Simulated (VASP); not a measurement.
InAs2:

```
In As
1.0
     3.73884    0.00000    0.00000
    -1.86942    3.23793    0.00000
     0.00000    0.00000    5.99989
In As
1 2
Cartesian
  0.0000 0.0000 2.9999
  0.0000 2.1586 1.5127
  1.8694 1.0793 4.4872
```

| Item | Value |
| --- | --- |
| Program | VASP 6.6.1 |
| Task | relaxation of cell and atoms |
| Functional | PBE |
| Potentials or basis | VASP PAW PBE potentials, release 64 (In_d, As) |
| Cutoff | 600 eV |
| k mesh | 6 × 6 × 4 |
| Occupations | gaussian, width 0.1 eV |
| Spin | no spin polarisation |

At the start: pressure 9.2 GPa; volume 24.21 Å³/atom.

Q: How do energy, volume and symmetry change on relaxing?

A: Over 32 steps the energy falls by 559.2 meV/atom and the volume is 23.39 Å³/atom (-3.4 %); space group P-3m1 (No. 164, to 0.05 Å).

The path:
```
step  energy change (eV)  largest force (eV/Å)  pressure (GPa)  volume (Å³)
   1              0.0000                1.5352            9.19        72.64
   2             -0.3067                0.0775           -4.67        88.13
   3             -0.3758                0.2953           -1.59        82.72
   4             -0.4975                0.4614           -1.63        81.21
   5             -0.8641                1.0522           -1.09        75.91
   6             -0.8553                0.7232            7.72        61.78
   7             -1.0342                1.1002            2.67        67.76
   8             -1.1149                0.8034            0.48        68.70
   9             -1.1332                0.5263           -1.13        69.66
  10             -1.1351                0.6093           -0.75        69.43
  11             -1.1832                0.5404           -0.43        68.88
  12             -1.2882                0.2663            1.09        67.20
  13             -1.2660                0.5235            6.77        63.75
  14             -1.3267                0.2127            2.49        66.07
  15             -1.3251                0.1055            4.51        64.85
  16             -1.3337                0.0775            3.40        65.48
  17             -1.3739                0.0518            2.06        67.08
  18             -1.4030                0.2297            0.40        69.83
  19             -1.4055                0.2816           -0.11        70.91
  20             -1.4268                0.2681           -0.24        71.28
  21             -1.4974                0.3141           -0.89        72.27
  22             -1.6178                0.1498           -2.28        73.71
  23             -1.4323                1.3028           -3.01        74.57
  24             -1.6383                0.0545           -2.76        74.10
  25             -1.6569                0.1133           -2.21        73.13
  26             -1.6632                0.1838           -1.69        72.40
  27             -1.6635                0.2020           -1.55        72.22
  28             -1.6724                0.0899           -0.97        71.50
  29             -1.6769                0.0552           -0.19        70.60
  30             -1.6770                0.0702           -0.11        70.51
  31             -1.6772                0.0584           -0.06        70.42
  32             -1.6776                0.0230            0.07        70.18
```

Final structure:
```
CELL_PARAMETERS angstrom
3.85416 0.00000 0.00000
-1.92708 3.33780 0.00000
0.00000 0.00000 5.45512
ATOMIC_POSITIONS crystal
In 0.00000 0.00000 0.50000
As 0.33333 0.66667 0.13259
As 0.66667 0.33333 0.86741
```

Caveat: this functional lacks dispersion, which binds the layers, so the pressure and a relaxed spacing across them are unreliable.
